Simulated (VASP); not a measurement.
# Zn5Se2S3 (I-4m2) in VASP: a series of runs

Zn5Se2S3 is run at these levels: PBE; tasks: single point.

Everything below comes from runs of VASP 6.6.1. Logs are shortened: lines on timing, memory, paths and dates and some standing lists are left out, and cuts for length are marked.

## (1) The cell of the first run

Symmetry: I-4m2, No. 119, tetragonal system. The conventional cell has a = 3.931 Å, b = 3.931 Å, c = 27.790 Å, α = 90.00°, β = 90.00°, γ = 90.00°. Within 3.1 Å of Zn (site symmetry 2mm) lie 2 S at 2.37 Å and 2 Se at 2.46 Å. Zn (site symmetry 2mm) has 2 S at 2.37 Å and 2 Se at 2.46 Å within 3.1 Å. Zn (site symmetry -4m2) has 4 S at 2.37 Å within 3.1 Å. Se (site symmetry 2mm) has 4 Zn at 2.46 Å within 3.2 Å. Within 3.1 Å of S (site symmetry 2mm) lie 4 Zn at 2.37 Å. Within 3.1 Å of S (site symmetry -4m2) lie 4 Zn at 2.37 Å.

## (2) Single point, PBE

File INCAR:

```
ALGO = Normal ; EDIFF = 1E-6
ENCUT = 520 ; GGA = PE
ISIF = 2 ; ISMEAR = 0
LASPH = True ; LCHARG = True
LELF = True ; LREAL = False
LVHAR = True ; LWAVE = False
NBANDS = 56 ; NELM = 80
PREC = Accurate ; SIGMA = 0.1
```

File KPOINTS:

```
k-points
0
Gamma
  4 4 4
```

File POSCAR:

```
Zn5Se2S3
1.0
    0.0000000000     -3.9309582504      0.0000000000
    3.9309582504      0.0000000000      0.0000000000
   -1.9654791252      1.9654791252     13.8949509071
Zn Se S
5 2 3
Direct
    0.3456900814      0.8456900814      0.6913801627
    0.9520585746      0.4520585746      0.9041171493
    0.5479414254      0.0479414254      0.0958828507
    0.1543099186      0.6543099186      0.3086198373
    0.7500000000      0.2500000000      0.5000000000
    0.8988783344      0.8988783344      0.7977566688
    0.1011216656      0.1011216656      0.2022433312
    0.7021676104      0.7021676104      0.4043352208
    0.2978323896      0.2978323896      0.5956647792
    0.5000000000      0.5000000000      0.0000000000
```

Potentials or basis: VASP PAW PBE potentials, release 64 (Zn, Se, S).

Started as:

```bash
> cat potpaw_PBE.64/Zn/POTCAR potpaw_PBE.64/Se/POTCAR potpaw_PBE.64/S/POTCAR > POTCAR
> mpirun -np 1 vasp_std > vasp.out
```

OUTCAR:

```text
EDIFF = 1E-6
   ENCUT = 520
   GGA = PE
   ISIF = 2
   ISMEAR = 0
   LASPH = True
   LREAL = False
   NELM = 80
   PREC = Accurate

 ion  position               nearest neighbor table
   1  0.346  0.846  0.691-   9 2.37   9 2.37   6 2.46   6 2.46
   2  0.952  0.452  0.904-  10 2.37  10 2.37   6 2.46   6 2.46
   3  0.548  0.048  0.096-  10 2.37  10 2.37   7 2.46   7 2.46
   4  0.154  0.654  0.309-   8 2.37   8 2.37   7 2.46   7 2.46
   5  0.750  0.250  0.500-   8 2.37   9 2.37   9 2.37   8 2.37
   6  0.899  0.899  0.798-   2 2.46   2 2.46   1 2.46   1 2.46
   7  0.101  0.101  0.202-   3 2.46   3 2.46   4 2.46   4 2.46
   8  0.702  0.702  0.404-   5 2.37   5 2.37   4 2.37   4 2.37
   9  0.298  0.298  0.596-   5 2.37   5 2.37   1 2.37   1 2.37
  10  0.500  0.500  0.000-   2 2.37   3 2.37   3 2.37   2 2.37

  LATTYP: Found a body centered tetragonal cell.
 ALAT       =     3.9309582504
 C/A-ratio  =     7.0694980827

  Lattice vectors:

 A1 = (  -1.9654791252,  -1.9654791252, -13.8949509071)
 A2 = (   1.9654791252,   1.9654791252, -13.8949509071)
 A3 = (   1.9654791252,  -1.9654791252,  13.8949509071)

Analysis of symmetry for initial positions (statically):
=====================================================================
 Subroutine PRICEL returns:
 Original cell was already a primitive cell.

 Routine SETGRP: Setting up the symmetry group for a
 body centered tetragonal supercell.

 Subroutine GETGRP returns: Found  8 space group operations
 (whereof  8 operations were pure point group operations)
 out of a pool of 16 trial point group operations.

The static configuration has the point symmetry D_2d.

Analysis of symmetry for dynamics (positions and initial velocities):
=====================================================================
 Subroutine PRICEL returns:
 Original cell was already a primitive cell.

 Routine SETGRP: Setting up the symmetry group for a
 body centered tetragonal supercell.

 Subroutine GETGRP returns: Found  8 space group operations
 (whereof  8 operations were pure point group operations)
 out of a pool of 16 trial point group operations.

The dynamic configuration has the point symmetry D_2d.

[... 105 lines left out ...]
   NSW    =      0    number of steps for IOM
   IBRION =     -1    ionic relax: 0-MD 1-quasi-New 2-CG
   NFREE  =      0    steps in history (QN), initial steepest desc. (CG)
   ISIF   =      2    stress and relaxation
   ISYM   =      2    0-nonsym 1-usesym 2-fastsym
   POTIM  = 0.5000    time-step for ionic-motion
   TEBEG  =    0.0;   TEEND  =   0.0 temperature during run
   PSTRESS=    0.0 pullay stress
   NELECT =      90.0000    total number of electrons
   NUPDOWN=      -1.0000    fix difference up-down
   EMIN   =  10.00;   EMAX   =-10.00  energy-range for DOS
   EFERMI =   0.00;   METHOD = LEGACY
   ISMEAR =     0;   SIGMA  =   0.10  broadening in eV -4-tet -1-fermi 0-gaus
   EFERMI_NEDOS =   21; number of points for ismear=-14 and -15
   IALGO  =     38    algorithm
   IMIX   =      4    mixing-type and parameters
     AMIX     =   0.40;   BMIX     =  1.00
     AMIX_MAG =   1.60;   BMIX_MAG =  1.00
  volume/ion in A,a.u.               =      21.47       144.89
  Fermi-wavevector in a.u.,A,eV,Ry     =   1.225193  2.315278 20.423664  1.501097
  Thomas-Fermi vector in A             =   2.360240
   LORBIT       =      0    0 simple, 1 ext, 2 COOP (PROOUT), +10 PAW based schemes
   GGA     = PE    functional components
   LHFCALC =     F    Hartree Fock is set to
   AEXX    =    0.0000 exact exchange contribution
   IVDW    =     0    specifies the selected vdW correction
   LEPSILON=     F    determine dielectric tensor
   LRPA    =     F    only Hartree local field effects (RPA)
 non-spin polarized calculation
 Gauss-broadening in eV      SIGMA  =   0.10
  energy-cutoff  :      520.00
  volume of cell :      214.71
 maximum number of plane-waves:      5840
 NGX is ok and might be reduce to    30
   NGX = 15   NGY = 15   NGZ = 53

 number of electron      89.9999974 magnetization

 Free energy of the ion-electron system (eV)
  ---------------------------------------------------
  ext. energy  EPLUGINS =         0.00000000
  ---------------------------------------------------
  free energy    TOTEN  =       -32.43990347 eV

  energy without entropy =      -32.43990347  energy(sigma->0) =      -32.43990347

 E-fermi :   2.2262     XC(G=0):  -9.3796

 val. band max:        1.7369504320   @ k =   0.0000   0.0000   0.0000
 cond. band min:       3.2962834264   @ k =   0.0000   0.0000   0.0000
 fundamental gap:      1.5593329944
 Fermi energy:         2.2262171251

 k-point     1 :       0.0000    0.0000    0.0000
  band No.  band energies     occupation
      1     -11.3406      2.00000
      2     -11.0202      2.00000
      3     -10.9747      2.00000
      4     -10.3641      2.00000
      5     -10.3544      2.00000
      6      -4.7137      2.00000
[... 756 lines left out ...]
     55       7.3748      0.00000
     56       8.2488      0.00000

------------------------ aborting loop because EDIFF is reached ----------------------------------------

  FORCE on cell =-STRESS in cart. coord.  units (eV):
  Direction    XX          YY          ZZ          XY          YZ          ZX
  --------------------------------------------------------------------------------------
  -------------------------------------------------------------------------------------
  Total        0.5276445      0.5276445      0.0713618      0.0000000      0.0000000      0.0000000
  in kB        3.9372963      3.9372963      0.5325032      0.0000000      0.0000000      0.0000000
  external PRESSURE =       2.8023652 kB  Pullay stress =       0.0000000 kB

 VOLUME and BASIS-vectors are now :
 -----------------------------------------------------------------------------
  energy-cutoff  :      520.00
  volume of cell :      214.71
      direct lattice vectors                 reciprocal lattice vectors
     0.000000000 -3.930958250  0.000000000     0.000000000 -0.254390898  0.035984294
     3.930958250  0.000000000  0.000000000     0.254390898  0.000000000  0.035984294
    -1.965479125  1.965479125 13.894950907     0.000000000  0.000000000  0.071968588

 POSITION                                       TOTAL-FORCE (eV/Angst)
 -----------------------------------------------------------------------------------
      1.96548     -0.00000      9.60669        -0.000000     -0.000000     -0.001526
     -0.00000     -1.96548     12.56266        -0.000000      0.000000      0.003691
      0.00000     -1.96548      1.33229         0.000000     -0.000000     -0.003691
      1.96548      0.00000      4.28826        -0.000000     -0.000000      0.001526
      0.00000     -1.96548      6.94748        -0.000000     -0.000000      0.000000
      1.96548     -1.96548     11.08479        -0.000000      0.000000     -0.000158
     -0.00000      0.00000      2.81016        -0.000000     -0.000000      0.000158
      1.96548     -1.96548      5.61822         0.000000      0.000000      0.001919
      0.00000     -0.00000      8.27673         0.000000      0.000000     -0.001919
      1.96548     -1.96548      0.00000        -0.000000     -0.000000      0.000000
 -----------------------------------------------------------------------------------
    total drift:                               -0.000015     -0.000015      0.000000

  FREE ENERGIE OF THE ION-ELECTRON SYSTEM (eV)
  ---------------------------------------------------
  free  energy   TOTEN  =       -32.4399034710 eV

  energy  without entropy=      -32.4399034710  energy(sigma->0) =      -32.43990347
```

stdout:

```text
POSCAR found type information on POSCAR ZnSeS
 POSCAR found :  3 types and      10 ions
 scaLAPACK will be used
 LDA part: xc-table for (Slater+PW92), standard interpolation
 POSCAR, INCAR and KPOINTS ok, starting setup
 FFT: planning ... GRIDC
 FFT: planning ... GRID_SOFT
 FFT: planning ... GRID
 WAVECAR not read
 entering main loop
```

Run time: 97 s. Hardware: 1 thread of Intel Xeon 6975P-C (Granite Rapids), shared host; peak memory 0.36 GiB.

What came out:

```yaml
Free_energy: -32.4399 eV
Pressure: 0.3 GPa
Largest_force: 0.004 eV/Å
Band_gap_on_the_k_mesh: 1.56 eV
```

Forces on the atoms (eV/Å):
```
Zn   0.000  0.000 -0.002
Zn   0.000  0.000  0.004
Zn   0.000  0.000 -0.004
Zn   0.000  0.000  0.002
Zn   0.000  0.000  0.000
Se   0.000  0.000  0.000
Se   0.000  0.000  0.000
S    0.000  0.000  0.002
S    0.000  0.000 -0.002
S    0.000  0.000  0.000
```

Levels at points of the mesh, in eV from the valence-band top:
```
           k point  band 43  band 44  band 45  band 46  band 47  band 48
(0.00, 0.00, 0.00)    -0.09     0.00     0.00     1.56     3.33     3.40
(0.50, 0.00, 0.00)    -0.90    -0.48    -0.45     2.84     3.37     3.41
(0.50, 0.50, 0.00)    -2.30    -2.16    -2.04     3.15     3.74     3.80
(0.00, 0.00, 0.50)    -0.32    -0.18    -0.18     2.45     2.52     3.25
```

A k mesh can miss the band edges.

## (3) Single point, PBE

This run uses another cell than the first one, of 20.06 Å³/atom.

File INCAR:

```
PREC = Accurate
ENCUT = 520
EDIFF = 1E-6
ISMEAR = 0
SIGMA = 0.1
LREAL = F
LASPH = T
NELM = 60
ALGO = Normal
ISIF = 2
LWAVE = F
LCHARG = F
GGA = PE
NBANDS = 56
```

File KPOINTS:

```
regular mesh
0
Gamma
  6 6 6
```

File POSCAR:

```
Zn5Se2S3
1.0
   -1.9213972900      1.9213972900     13.5863305300
    1.9213972900     -1.9213972900     13.5863305300
    1.9213972900      1.9213972900    -13.5863305300
Zn Se S
5 2 3
Direct
    0.3500000000      0.8500000000      0.5000000000
    0.9500000000      0.4500000000      0.5000000000
    0.5500000000      0.0500000000      0.5000000000
    0.1500000000      0.6500000000      0.5000000000
    0.7500000000      0.2500000000      0.5000000000
    0.9000000000      0.9000000000      0.0000000000
    0.1000000000      0.1000000000      0.0000000000
    0.7000000000      0.7000000000      0.0000000000
    0.3000000000      0.3000000000      0.0000000000
    0.5000000000      0.5000000000      0.0000000000
```

Potentials or basis: VASP PAW PBE potentials, release 64 (Zn, Se, S).

Started as:

```bash
> cat potpaw_PBE.64/Zn/POTCAR potpaw_PBE.64/Se/POTCAR potpaw_PBE.64/S/POTCAR > POTCAR
> mpirun -np 1 vasp_std > vasp.out
```

Wall time 48 min (1 thread of Intel Xeon 6975P-C (Granite Rapids), shared host); peak memory 2.1 GiB.

The run converged. Its results:

| Quantity | Value |
| --- | --- |
| Free energy | -32.1309 eV |
| Pressure | 5.6 GPa |
| Largest force | 0.879 eV/Å |
| Band gap on the k mesh | 1.95 eV |

Forces in eV/Å, atoms in the order of the input:
```
Zn   0.000  0.000 -0.879
Zn   0.000  0.000  0.863
Zn   0.000  0.000 -0.863
Zn   0.000  0.000  0.879
Zn   0.000  0.000  0.000
Se   0.000  0.000 -0.002
Se   0.000  0.000  0.002
S    0.000  0.000  0.115
S    0.000  0.000 -0.115
S    0.000  0.000  0.000
```

Stress tensor (GPa, compression positive):
```
5.69 0.00 0.00
0.00 5.69 0.00
0.00 0.00 5.54
```

Levels at points of the mesh, in eV from the valence-band top:
| k point | band 43 | band 44 | band 45 | band 46 | band 47 | band 48 |
| --- | --- | --- | --- | --- | --- | --- |
| (0.00, 0.00, 0.00) | -0.02 | 0.00 | 0.00 | 1.94 | 3.29 | 3.34 |
| (0.50, 0.00, 0.00) | -0.94 | -0.78 | -0.76 | 3.05 | 3.62 | 3.65 |
| (0.50, 0.50, 0.00) | -2.56 | -2.37 | -2.36 | 3.11 | 3.70 | 3.77 |
| (0.50, 0.50, 0.50) | -0.34 | -0.25 | -0.25 | 2.85 | 2.88 | 3.13 |

Caveat: the cell stands under pressure. A k mesh can miss the band edges.
